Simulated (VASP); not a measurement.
TePb:

```
CELL_PARAMETERS angstrom
0.00000 3.33319 3.33319
3.33319 0.00000 3.33319
3.33319 3.33319 0.00000
ATOMIC_POSITIONS crystal
Pb 0.00000 0.00000 0.00000
Te 0.50000 0.50000 0.50000
```

This cell differs from its parent crystal: strain +2.0%.

Program: VASP 6.6.1. Alike in all runs: task single point; potentials or basis VASP PAW PBE potentials, release 64 (Pb_d, Te); no spin polarisation; cell as given; cutoff (eV) 520. Hardware: 1 thread of Intel(R) Xeon(R) Platinum 8488C (Sapphire Rapids), with other jobs on the host.

Question: Order these runs on this cell by their wall time, lowest first.
A. level PBE; k mesh 8 × 8 × 8; smearing fermi-dirac 0.02 eV
B. level r2SCAN; k mesh 8 × 8 × 8; smearing gaussian 0.01 eV
C. level PBE; k mesh 4 × 4 × 4; smearing gaussian 0.01 eV

Answer: C (11 s), A (32 s), B (110 s).
